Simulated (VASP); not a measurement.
Wanted: the native input for a VASP 6.6.1 run.

```yaml
Task: single point
Functional: PBE
Potentials_or_basis: VASP PAW PBE potentials, release 64 (Ti_sv, B, N)
Cutoff: 520 eV
k_mesh: 12 × 12 × 12
Occupations: gaussian, width 0.1 eV
Spin: no spin polarisation
Dipole_correction: no
Further_INCAR_settings: ALGO = Normal; EDIFF = 1e-07; NBANDS = 30
```

The structure of Ti2BN3 lies in POSCAR:

```
Ti2BN3
1.0
    5.2722513651      0.0000000000      0.0000000000
   -2.6361256825      4.5659036173      0.0000000000
    0.0000000000      0.0000000000      2.7191768215
Ti B N
2 1 3
Direct
    0.3333333333      0.6666666667      0.0000000000
    0.6666666667      0.3333333333      0.0000000000
    0.0000000000      0.0000000000      0.0000000000
    0.5000000000      0.0000000000      0.5000000000
    0.5000000000      0.5000000000      0.5000000000
    0.0000000000      0.5000000000      0.5000000000
```

The input as run:

INCAR

```
ALGO = Normal
EDIFF = 1E-7
ENCUT = 520
GGA = PE
ISIF = 2
ISMEAR = 0
LASPH = True
LCHARG = False
LREAL = False
LWAVE = False
NBANDS = 30
NELM = 60
PREC = Accurate
SIGMA = 0.1
```

KPOINTS

```
k-points
0
Gamma
  12 12 12
```

Potentials or basis: VASP PAW PBE potentials, release 64 (Ti_sv, B, N).

Command:

```console
$ cat potpaw_PBE.64/Ti_sv/POTCAR potpaw_PBE.64/B/POTCAR potpaw_PBE.64/N/POTCAR > POTCAR
$ mpirun -np 1 vasp_std > vasp.out
```

Results of the run:

```yaml
Pressure: 0.3 GPa
Band_gap_on_the_k_mesh: zero (band 21 reaches 7.02 eV, above the bottom of band 22 at 5.80 eV)
```

Run time: 120 s on 1 thread of Intel(R) Xeon(R) 6975P-C (Granite Rapids), with other jobs on the host, peak memory 0.34 GiB.
